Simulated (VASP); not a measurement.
Set up this calculation in VASP 6.6.1, as the native input.

```yaml
Task: electric field gradients
Functional: PBEsol
Potentials_or_basis: VASP PAW PBE potentials, release 64 (Fe)
Cutoff: 520 eV
k_mesh: 17 × 17 × 10
Occupations: fermi-dirac, width 0.08 eV
Spin: no spin polarisation
Dipole_correction: no
Further_INCAR_settings: ALGO = Normal; EDIFF = 1e-08; NBANDS = 15
```

The structure of Fe lies in POSCAR:

```
Fe
1.0
    2.4661896480      0.0000000000      0.0000000000
   -1.2330948240      2.1357828857      0.0000000000
    0.0000000000      0.0000000000      3.8924920371
Fe
2
Direct
    0.3333333333      0.6666666667      0.2500000000
    0.6666666667      0.3333333333      0.7500000000
```

This cell differs from its parent crystal: volume scaled by 1.04.

One way to write it, as run:

INCAR

```
SYSTEM = Fe
PREC = Accurate
ENCUT = 520
EDIFF = 1E-8
ISMEAR = -1
SIGMA = 0.08
LREAL = .FALSE.
LASPH = .TRUE.
NELM = 60
ALGO = Normal
ISIF = 2
LWAVE = .FALSE.
LCHARG = .FALSE.
GGA = PS
LEFG = .TRUE.
NBANDS = 15
```

KPOINTS

```
regular mesh
0
G
  17 17 10
  0 0 0
```

Potentials or basis: VASP PAW PBE potentials, release 64 (Fe).

Command:

```bash
$ cat potpaw_PBE.64/Fe/POTCAR > POTCAR
$ mpirun -np 1 vasp_std > vasp.out
```

Results of the run:

```
Pressure               : -12.9 GPa
Band gap on the k mesh : zero (band 8 reaches 7.50 eV, above the bottom of band 9 at 5.69 eV)
```

Caveat: without QUAD_EFG the Cq values of the log hold for a quadrupole moment of 1 mb, not for the nuclei; the PAW data sets were made with another functional, which shifts forces and pressure a little; the run has no spin polarisation, though such a crystal can be magnetic.

Run time: 43 s on 1 thread of Intel(R) Xeon(R) Platinum 8124M CPU @ 3.00GHz (Skylake/Cascade Lake) (shared host), peak memory 0.17 GiB.
